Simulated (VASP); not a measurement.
A run of VASP 6.6.1 is set up as follows.

INCAR

```
ALGO = Normal
EDIFF = 1E-6
EDIFFG = -0.002
ENCUT = 600
GGA = PS
IBRION = 2
ISIF = 3
ISMEAR = -1
LASPH = True
LCHARG = False
LREAL = False
LWAVE = False
NELM = 80
NSW = 100
PREC = Accurate
SIGMA = 0.1
```

File KPOINTS:

```
k-points
0
Gamma
  14 14 14
```

The input POSCAR:

```
GaSb
1.0
    0.0000000000      3.0590000000      3.0590000000
    3.0590000000      0.0000000000      3.0590000000
    3.0590000000      3.0590000000      0.0000000000
Ga Sb
1 1
Direct
    0.0000000000      0.0000000000      0.0000000000
    0.7500000000      0.7500000000      0.7500000000
```

Potentials or basis: VASP PAW PBE potentials, release 64 (Ga_d, Sb).

The run is started by

```console
$ cat potpaw_PBE.64/Ga_d/POTCAR potpaw_PBE.64/Sb/POTCAR > POTCAR
$ mpirun -np 1 vasp_std > vasp.out
```

Predict the space group after relaxing (to 0.05 Å).

F-43m (No. 216).

Predict the relaxed cell.

a = 4.323 Å, b = 4.323 Å, c = 4.323 Å, α = 60.00°, β = 60.00°, γ = 60.00°.

Final structure:
```
CELL_PARAMETERS angstrom
0.00000 3.05716 3.05716
3.05716 0.00000 3.05716
3.05716 3.05716 0.00000
ATOMIC_POSITIONS crystal
Ga 0.00000 0.00000 0.00000
Sb 0.75000 0.75000 0.75000
```
